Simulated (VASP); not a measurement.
Crystal: GaN.

```
Ga N
1.0
     0.00000    2.25350    2.25350
     2.25350    0.00000    2.25350
     2.25350    2.25350    0.00000
Ga N
1 1
Cartesian
  0.0000 0.0000 0.0000
  1.1268 1.1268 1.1268
```

```yaml
Program: VASP 6.6.1
Task: relaxation of cell and atoms
Functional: PBE
Potentials_or_basis: VASP PAW PBE potentials, release 64 (Ga_d, N)
Cutoff: 600 eV
k_mesh: 10 × 10 × 10
Occupations: fermi-dirac, width 0.05 eV
Spin: no spin polarisation
```

At the start: pressure 4.9 GPa; volume 11.44 Å³/atom.

Question: Where does the relaxation end?

Answer: Over 3 steps the energy falls by 4.7 meV/atom and the volume is 11.76 Å³/atom (+2.8 %); space group F-43m (No. 216, to 0.05 Å).

Step by step:
```csv
step,energy change (eV),largest force (eV/Å),pressure (GPa),volume (Å³)
1,0.0000,0.0000,4.92,22.89
2,-0.0029,0.0000,-3.73,24.07
3,-0.0095,0.0000,-0.08,23.52
```

Final structure:
```yaml
crystal:
  lattice:
    - [0.00000, 2.27410, 2.27410]
    - [2.27410, 0.00000, 2.27410]
    - [2.27410, 2.27410, 0.00000]
  atoms:
    - { symbol: Ga, position: [0.00000, 0.00000, 0.00000] }
    - { symbol: N, position: [0.25000, 0.25000, 0.25000] }
```
